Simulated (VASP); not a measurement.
Input of a VASP 6.6.1 run:

Contents of INCAR:

```
  PREC = Accurate
  ENCUT = 600
  EDIFF = 1E-6
  ISMEAR = -1
  SIGMA = 0.0791
  LREAL = F
  LASPH = T
  NELM = 120
  ALGO = Normal
  ISIF = 2
  LWAVE = F
  LCHARG = F
  GGA = PE
  NBANDS = 29
  GGA_COMPAT = F
```

File KPOINTS:

```
regular mesh
0
Gamma
  5 5 5
```

Contents of POSCAR:

```
Mg2CdTe4
1.0
    0.0000000000      6.0459680000      0.0000000000
    6.0459680000      0.0000000000      0.0000000000
    3.0229840000      3.0229840000     -6.1405150000
Te Cd Mg
4 1 2
Direct
    0.3750000000      0.3750000000      0.7500000000
    0.6250000000      0.1250000000      0.2500000000
    0.8750000000      0.8750000000      0.7500000000
    0.1250000000      0.6250000000      0.2500000000
    0.0000000000      0.0000000000      0.0000000000
    0.7500000000      0.2500000000      0.5000000000
    0.5000000000      0.5000000000      0.0000000000
```

Potentials or basis: VASP PAW PBE potentials, release 64 (Te, Cd, Mg).

Command:

```bash
$ cat potpaw_PBE.64/Te/POTCAR potpaw_PBE.64/Cd/POTCAR potpaw_PBE.64/Mg/POTCAR > POTCAR
$ mpirun -np 1 vasp_std > vasp.out
```

Problem. Predict the largest force.

Solution. 1.286 eV/Å.

Problem. Predict the band gap on the k mesh.

Solution. Zero (band 20 reaches 3.17 eV, above the bottom of band 21 at 2.67 eV).

Problem. What does it give for the pressure?

Solution. 8.0 GPa.

Forces on the atoms (eV/Å):
```
Te   0.852 -0.348  0.898
Te  -0.348 -0.852 -0.898
Te  -0.852  0.348  0.898
Te   0.348  0.852 -0.898
Cd   0.000  0.000  0.000
Mg   0.000  0.000  0.000
Mg   0.000  0.000  0.000
```

Caveat: spin-orbit coupling is left out, which moves the levels of the heavy elements; forces of over 1 eV/Å act on the atoms, so gaps and moduli don't describe the material at rest.
